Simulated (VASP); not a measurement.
# MnSb (Fm-3m) in VASP: notebook, part 2 of 2

VASP 6.6.1. The steps go on from the part before.

### Step 3. Single point, PBE, collinear spin, ferromagnetic start

INCAR

```
PREC = Accurate
ENCUT = 520
EDIFF = 1E-7
ISMEAR = -1
SIGMA = 0.05
LREAL = F
LASPH = T
NELM = 150
ALGO = Normal
ISIF = 2
LWAVE = F
LCHARG = F
ISPIN = 2
MAGMOM = 0 8
LORBIT = 11
NUPDOWN = 8.0
LMAXMIX = 4
GGA = PE
NBANDS = 20
```

KPOINTS

```
regular mesh
0
Gamma
  7 7 7
```

POSCAR

```
MnSb
1.0
    0.0000000000      2.7950160000      2.7950160000
    2.7950160000      0.0000000000      2.7950160000
    2.7950160000      2.7950160000      0.0000000000
Sb Mn
1 1
Direct
    0.5000000000      0.5000000000      0.5000000000
    0.0000000000      0.0000000000      0.0000000000
```

Potentials or basis: VASP PAW PBE potentials, release 64 (Sb, Mn_pv).

Launch:

```sh
$ cat potpaw_PBE.64/Sb/POTCAR potpaw_PBE.64/Mn_pv/POTCAR > POTCAR
$ mpirun -np 1 vasp_std > vasp.out
```

OUTCAR:

```text
PREC = Accurate
   ENCUT = 520
   EDIFF = 1E-7
   ISMEAR = -1
   LREAL = F
   LASPH = T
   NELM = 150
   ISIF = 2
   ISPIN = 2
   LORBIT = 11
   NUPDOWN = 8.0
   GGA = PE

 ion  position               nearest neighbor table
   1  0.500  0.500  0.500-   2 2.80   2 2.80   2 2.80   2 2.80   2 2.80   2 2.80
   2  0.000  0.000  0.000-   1 2.80   1 2.80   1 2.80   1 2.80   1 2.80   1 2.80

  LATTYP: Found a face centered cubic cell.
 ALAT       =     5.5900320000

  Lattice vectors:

 A1 = (   0.0000000000,   2.7950160000,   2.7950160000)
[... 1126 lines left out ...]
  external PRESSURE =     385.2126285 kB  Pullay stress =       0.0000000 kB

 VOLUME and BASIS-vectors are now :
 -----------------------------------------------------------------------------
  energy-cutoff  :      520.00
  volume of cell :       43.67
      direct lattice vectors                 reciprocal lattice vectors
     0.000000000  2.795016000  2.795016000    -0.178889853  0.178889853  0.178889853
     2.795016000  0.000000000  2.795016000     0.178889853 -0.178889853  0.178889853
     2.795016000  2.795016000  0.000000000     0.178889853  0.178889853 -0.178889853

 POSITION                                       TOTAL-FORCE (eV/Angst)
 -----------------------------------------------------------------------------------
      2.79502      2.79502      2.79502         0.000000     -0.000000     -0.000000
      0.00000      0.00000      0.00000        -0.000000      0.000000      0.000000
 -----------------------------------------------------------------------------------
    total drift:                               -0.000000      0.000000      0.000000

  FREE ENERGIE OF THE ION-ELECTRON SYSTEM (eV)
  ---------------------------------------------------
  free  energy   TOTEN  =        -5.4824218470 eV

  energy  without entropy=       -5.4777321048  energy(sigma->0) =       -5.48007698

 total charge

# of ion       s       p       d       tot
------------------------------------------
    1        1.207   1.192   0.102   2.501
    2        0.387   6.308   4.720  11.416
--------------------------------------------------
tot          1.594   7.501   4.822  13.918

 magnetization (x)

# of ion       s       p       d       tot
------------------------------------------
    1        0.088   0.729   0.098   0.914
    2        0.222   0.260   4.540   5.022
--------------------------------------------------
tot          0.310   0.988   4.638   5.936
```

It took 53 s on 1 thread of Intel Xeon Platinum 8375C at 2.90GHz (Ice Lake), shared host; peak memory 0.2 GiB.

Results:

- Free energy: -5.4824 eV
- Pressure: 38.5 GPa
- Net moment: 8.00 μB per cell
- Site moments: Sb +0.91; Mn +5.02 μB
- Valence electrons inside the program's atomic spheres: Sb 2.50; Mn 11.42

Caveat: spin-orbit coupling is left out, which moves the levels of the heavy elements; the total moment is fixed, so each spin has its own Fermi level; a cell with one magnetic atom can't hold antiferromagnetic order, which such compounds often take.

### Step 4. Single point, PBE

INCAR

```
SYSTEM = MnSb
ALGO = Normal
EDIFF = 1E-6
ENCUT = 520
GGA = PE
ISIF = 2
ISMEAR = -1
LASPH = .True.
LCHARG = .False.
LREAL = .False.
LWAVE = .False.
NBANDS = 16
NELM = 100
PREC = Accurate
SIGMA = 0.05
```

KPOINTS

```
k-points
0
Gamma
  8 8 8
  0 0 0
```

POSCAR is that of step 3.

Launch:

```sh
$ cat potpaw_PBE.64/Sb/POTCAR potpaw_PBE.64/Mn_pv/POTCAR > POTCAR
$ mpirun -np 1 vasp_std > vasp.out
```

Wall time 32 s (1 thread of AMD EPYC 7R13, shared host); peak memory 0.15 GiB.

Results (log left out):

```yaml
Free_energy: -11.3299 eV
Pressure: -13.9 GPa
```

Levels at points of the mesh, in eV from the Fermi level:
```csv
k point,band 5,band 6,band 7,band 8,band 9,band 10,band 11,band 12,band 13,band 14
"(0.00, 0.00, 0.00)",-0.66,-0.66,-0.66,-0.55,-0.55,1.62,1.62,1.62,5.69,8.58
"(0.50, 0.00, 0.00)",-5.31,-2.07,-2.07,-0.15,-0.15,0.09,3.79,3.79,4.49,5.64
"(0.50, 0.50, 0.00)",-4.20,-1.33,-1.08,-1.08,-0.30,0.04,0.04,0.40,2.14,5.89
```

Caveat: spin-orbit coupling is left out, which moves the levels of the heavy elements.

### Step 5. Single point, PBE, collinear spin, ferromagnetic start

INCAR

```
PREC = Accurate
ENCUT = 520
EDIFF = 1E-6
ISMEAR = -1
SIGMA = 0.05
LREAL = F
LASPH = T
NELM = 150
ALGO = Normal
ISIF = 2
LWAVE = F
LCHARG = F
ISPIN = 2
MAGMOM = 0 4
LORBIT = 11
LMAXMIX = 4
GGA = PE
NBANDS = 20
```

KPOINTS

```
regular mesh
0
Gamma
  8 8 8
```

POSCAR is that of step 4.

Launch:

```sh
$ cat potpaw_PBE.64/Sb/POTCAR potpaw_PBE.64/Mn_pv/POTCAR > POTCAR
$ mpirun -np 1 vasp_std > vasp.out
```

Wall time 80 s (1 thread of AMD EPYC 7R13, shared host); peak memory 0.18 GiB.

The run converged. Its results:

- Free energy: -12.8600 eV
- Pressure: -0.4 GPa
- Net moment: 3.84 μB per cell
- Site moments: Sb -0.10; Mn +3.76 μB
- Valence electrons inside the program's atomic spheres: Sb 2.48; Mn 11.46

Levels at points of the mesh, in eV from the Fermi level:
Spin up:
```
           k point  band 7  band 8  band 9  band 10  band 11  band 12  band 13  band 14  band 15  band 16
(0.00, 0.00, 0.00)   -3.04   -2.78   -2.78     1.34     1.34     1.34     4.98     8.17     8.19     8.19
(0.50, 0.00, 0.00)   -3.70   -2.66   -2.66    -2.32     2.76     2.76     4.03     4.86     4.86     7.93
(0.50, 0.50, 0.00)   -2.60   -2.56   -2.56    -1.72    -1.47    -1.47     0.94     4.87    12.52    12.52
```
Spin down:
```
           k point  band 4  band 5  band 6  band 7  band 8  band 9  band 10  band 11
(0.00, 0.00, 0.00)  -11.40    0.17    0.17    0.30    0.30    0.30     1.34     1.34
(0.50, 0.00, 0.00)   -9.34   -5.49   -1.81   -1.81    0.96    0.96     1.17     4.15
(0.50, 0.50, 0.00)   -8.96   -4.52   -1.36   -1.36   -0.66    0.48     1.00     1.24
```

Caveat: spin-orbit coupling is left out, which moves the levels of the heavy elements; a cell with one magnetic atom can't hold antiferromagnetic order, which such compounds often take.

### Step 6. Single point, PBE, collinear spin, ferromagnetic start

INCAR

```
ALGO = Normal
EDIFF = 1E-6
ENCUT = 520
GGA = PE
ISIF = 2
ISMEAR = -1
ISPIN = 2
LASPH = True
LCHARG = False
LMAXMIX = 4
LORBIT = 11
LREAL = False
LWAVE = False
MAGMOM = 0 3.15
NBANDS = 20
NELM = 150
PREC = Accurate
SIGMA = 0.05
```

KPOINTS

```
k-points
0
Gamma
  8 8 8
```

POSCAR is that of step 5.

Potentials or basis: VASP PAW PBE potentials, release 64 (Sb, Mn_pv).

Launch:

```sh
$ cat potpaw_PBE.64/Sb/POTCAR potpaw_PBE.64/Mn_pv/POTCAR > POTCAR
$ mpirun -np 1 vasp_std > vasp.out
```

Wall time 86 s (1 thread of AMD EPYC 7R13, shared host); peak memory 0.18 GiB.

The run converged. Its results:

- Free energy: -12.8600 eV
- Pressure: -0.4 GPa
- Net moment: 3.84 μB per cell
- Site moments: Sb -0.10; Mn +3.76 μB
- Valence electrons inside the program's atomic spheres: Sb 2.48; Mn 11.46

Levels at points of the mesh, in eV from the Fermi level:
Spin up:
| k point | band 8 | band 9 | band 10 | band 11 | band 12 | band 13 | band 14 | band 15 |
| --- | --- | --- | --- | --- | --- | --- | --- | --- |
| (0.00, 0.00, 0.00) | -2.78 | -2.78 | 1.34 | 1.34 | 1.34 | 4.98 | 8.17 | 8.19 |
| (0.50, 0.00, 0.00) | -2.66 | -2.66 | -2.32 | 2.76 | 2.76 | 4.03 | 4.86 | 4.86 |
| (0.50, 0.50, 0.00) | -2.56 | -2.56 | -1.72 | -1.47 | -1.47 | 0.94 | 4.87 | 12.52 |
Spin down:
```csv
k point,band 3,band 4,band 5,band 6,band 7,band 8,band 9,band 10,band 11,band 12
"(0.00, 0.00, 0.00)",-46.33,-11.40,0.17,0.17,0.30,0.30,0.30,1.34,1.34,1.34
"(0.50, 0.00, 0.00)",-46.33,-9.34,-5.49,-1.81,-1.81,0.96,0.96,1.17,4.15,4.15
"(0.50, 0.50, 0.00)",-46.33,-8.96,-4.52,-1.36,-1.36,-0.66,0.48,1.00,1.24,1.24
```

Caveat: spin-orbit coupling is left out, which moves the levels of the heavy elements; a cell with one magnetic atom can't hold antiferromagnetic order, which such compounds often take.

### Step 7. Overview

```csv
spin,fixed moment (μB),k mesh,pressure (GPa),moment (μB)
"collinear, ferromagnetic start",6.0,7 × 7 × 7,16.4,6.00
"collinear, ferromagnetic start",8.0,7 × 7 × 7,38.5,8.00
off,-,8 × 8 × 8,-13.9,-
"collinear, ferromagnetic start",-,8 × 8 × 8,-0.4,3.84
```

Alike in all rows: task single point; level PBE; potentials or basis VASP PAW PBE potentials, release 64 (Sb, Mn_pv); cell as given; cutoff (eV) 520; smearing fermi-dirac 0.05 eV.

Caveats: spin-orbit coupling is left out, which moves the levels of the heavy elements; a cell with one magnetic atom can't hold antiferromagnetic order, which such compounds often take (some runs); the total moment is fixed, so each spin has its own Fermi level (some runs).

Total energies depend on the potentials used, so only differences within one code and one set of settings carry meaning.
